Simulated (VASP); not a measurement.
C: single point with r2SCAN

C:

```
C
1.0
     1.21145   -2.09831    0.00000
     1.21145    2.09831    0.00000
     0.00000    0.00000    7.07632
C
4
Direct
  0.91662 0.08338 0.75314
  0.41662 0.58338 0.24686
  0.08338 0.91662 0.24686
  0.58338 0.41662 0.75314
```

```yaml
Program: VASP 6.6.1
Task: single point
Functional: r2SCAN
Potentials_or_basis: VASP PAW PBE potentials, release 64 (C)
Cutoff: 520 eV
k_mesh: 12 × 12 × 4
Occupations: fermi-dirac, width 0.05 eV
Spin: no spin polarisation
```

- Pressure: 12.3 GPa
- Largest force: 0.024 eV/Å

Forces on the atoms (eV/Å):
```
C    0.000 -0.023 -0.007
C    0.000 -0.023  0.007
C    0.000  0.023  0.007
C    0.000  0.023 -0.007
```

Stress tensor (GPa, compression positive):
```
18.72  0.00  0.00
 0.00 18.43  0.00
 0.00  0.00 -0.19
```

It took 2.8 min on 1 thread of Intel(R) Xeon(R) Platinum 8488C (Sapphire Rapids), with other jobs on the host, peak memory 0.18 GiB.

Caveat: the stress differs along the axes, from -0 to 19 GPa; the PAW data sets were made with another functional, which shifts forces and pressure a little.
